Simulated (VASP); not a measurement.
# Be: single point with r2SCAN

The system is Be.

```
CELL_PARAMETERS angstrom
2.26460 0.00000 0.00000
-1.13230 1.96120 0.00000
0.00000 0.00000 3.56126
ATOMIC_POSITIONS crystal
Be 0.33333 0.66667 0.25000
Be 0.66667 0.33333 0.75000
```

| Item | Value |
| --- | --- |
| Program | VASP 6.6.1 |
| Task | single point |
| Functional | r2SCAN |
| Potentials or basis | VASP PAW PBE potentials, release 64 (Be) |
| Cutoff | 520 eV |
| k mesh | 3 × 3 × 2 |
| Occupations | fermi-dirac, width 0.1 eV |
| Spin | no spin polarisation |

```
Pressure               : 10.2 GPa
Band gap on the k mesh : zero (band 2 reaches 6.79 eV, above the bottom of band 3 at 6.06 eV)
```

Stress tensor (GPa, compression positive):
```
18.32  0.00  0.00
 0.00 18.32  0.00
 0.00  0.00 -6.18
```

Levels at points of the mesh, in eV from the Fermi level:
```
           k point  band 1  band 2  band 3  band 4  band 5  band 6
(0.00, 0.00, 0.00)  -11.95   -4.47    1.36   17.61   17.61   20.65
(0.00, 0.00, 0.50)   -9.62   -9.62   11.71   11.71   19.42   19.42
```

Run time: 5.9 s on 1 thread of Intel(R) Xeon(R) Platinum 8259CL CPU @ 2.50GHz (Skylake/Cascade Lake), with other jobs on the host, peak memory 0.12 GiB.

Caveat: the k points lie up to 1.07 Å⁻¹ apart; the PAW data sets were made with another functional, which shifts forces and pressure a little.
